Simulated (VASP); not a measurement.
Here is a VASP 6.6.1 calculation.

The input INCAR:

```
PREC = Accurate ; ENCUT = 520
EDIFF = 1E-6 ; ISMEAR = 0
SIGMA = 0.1 ; LREAL = False
LASPH = True ; NELM = 80
ALGO = Normal ; ISIF = 2
LWAVE = False ; LCHARG = False
LDIPOL = True ; IDIPOL = 3
DIPOL = 0.5 0.5 0.500 ; GGA = PE
NBANDS = 30
```

The input KPOINTS:

```
Automatic mesh
0
Gamma
  4 4 1
```

Contents of POSCAR:

```
Ga3N
1.0
    4.1261800000      0.0000000000      0.0000000000
    0.0000000000      4.1261800000      0.0000000000
    0.0000000000      0.0000000000     14.0000000000
Ga N
3 1
Direct
    0.0000000000      0.5000000000      0.5000000000
    0.5000000000      0.0000000000      0.5000000000
    0.5000000000      0.5000000000      0.5000000000
    0.0000000000      0.0000000000      0.5000000000
```

Potentials or basis: VASP PAW PBE potentials, release 64 (Ga_d, N).

Launch:

```console
$ cat potpaw_PBE.64/Ga_d/POTCAR potpaw_PBE.64/N/POTCAR > POTCAR
$ mpirun -np 1 vasp_std > vasp.out
```

Task: What does it give for the band gap on the k mesh?

Result: Zero (band 22 reaches -0.49 eV, above the bottom of band 23 at -2.93 eV).

Caveat: the k points lie up to 0.38 Å⁻¹ apart.
